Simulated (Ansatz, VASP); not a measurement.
W: VASP beside Ansatz

Contents of INCAR:

```
ALGO     = Fast           # electronic algorithm
EDIFF    = 1E-6           # SCF threshold, eV
ENCUT    = 520            # plane-wave cutoff, eV
GGA      = PS             # functional
ISIF     = 2              # what is computed and relaxed
ISMEAR   = 0              # smearing method
LASPH    = True           # aspherical terms in the spheres
LCHARG   = True           # write CHGCAR
LELF     = True           # ELF
LREAL    = False          # projectors in reciprocal space
LVHAR    = True         
LWAVE    = False          # write WAVECAR
NBANDS   = 13             # bands
NELM     = 80             # most SCF steps
PREC     = Accurate       # precision mode
SIGMA    = 0.15           # smearing width, eV
```

Contents of KPOINTS:

```
k-points
0
Gamma
  20 20 20
```

Contents of POSCAR:

```
W
1.0
   -1.5773337500      1.5973000000      1.5773337500
    1.6172662500     -1.5973000000      1.6172662500
    1.5773337500      1.5973000000     -1.5773337500
W
1
Direct
    0.0000000000      0.0000000000      0.0000000000
```

Input for Ansatz:

```yaml
crystal:
  lattice:
    - [-1.57733375, 1.5973, 1.57733375]
    - [1.61726625, -1.5973, 1.61726625]
    - [1.57733375, 1.5973, -1.57733375]
  atoms:
    - { symbol: W, position: [0.0, 0.0, 0.0] }
basis:
  ecutwfc: 420
kpoints:
  mp_grid: { grid: [20, 20, 20] }
hamiltonian:
  xc: pbesol
scf:
  occupations: { method: gaussian, width: 0.15 }
output:
  forces: true
  stress: true
  eigenvalues: true
```

Change from the starting cell: strain +0.0250 x Voigt [0, 0, 0, 0, 1, 0], atoms carried along.

Alike in both runs: task single point; functional PBEsol; k mesh 20 × 20 × 20; occupations gaussian, width 0.15 eV; no spin polarisation.

|  | VASP | Ansatz |
| --- | --- | --- |
| version | VASP 6.6.1 | Ansatz 0.2.0 |
| potentials or method | VASP PAW PBE potentials, release 64 (W_sv), cutoff 520 eV | scalar-relativistic, plane waves, PAW |
| valence electrons in the cell | 14 | 14 |

```csv
,VASP,Ansatz,Ansatz less VASP
gap on the k mesh at the Fermi level (eV),none,none,-
pressure (GPa),-10.9,-11.3,-0.44
"traceless stress, the component that is largest in VASP (GPa)",-3.48,-3.43,+0.052
```

VASP's potentials were made for PBE, not for PBEsol. A gap of «none» marks a metal or a gap that the smearing closes. The functional is the same, so the differences come from potentials, cutoffs and numerics.

Spin-orbit coupling is off throughout.
